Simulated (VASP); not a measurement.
## As: single point with RPBE

As:

```xyz
1
Lattice="-1.6229 1.6229 1.6229 1.6229 -1.6229 1.6229 1.6229 1.6229 -1.6229" Properties=species:S:1:pos:R:3 pbc="T T T"
As    0.0000    0.0000    0.0000
```

This cell differs from its parent crystal: volume scaled by 0.88.

- Program: VASP 6.6.1
- Task: single point
- Functional: RPBE
- Potentials or basis: VASP PAW PBE potentials, release 64 (As)
- Cutoff: 520 eV
- k mesh: 15 × 15 × 15
- Occupations: fermi-dirac, width 0.1 eV
- Spin: no spin polarisation
- Dipole correction: no
- Further INCAR settings: ALGO = Normal; EDIFF = 1e-06; NBANDS = 8

| Property | Result |
| --- | --- |
| Pressure | 12.9 GPa |

Levels at points of the mesh, in eV from the Fermi level:
```tsv
k point	band 1	band 2	band 3	band 4	band 5	band 6
(0.00, 0.00, 0.00)	-16.06	6.90	6.90	6.90	13.52	13.52
```

Wall time 4.3 s on 1 thread of Intel(R) Xeon(R) 6975P-C (Granite Rapids), on a shared host, peak memory 0.14 GiB.

Caveat: the PAW data sets were made with another functional, which shifts forces and pressure a little.
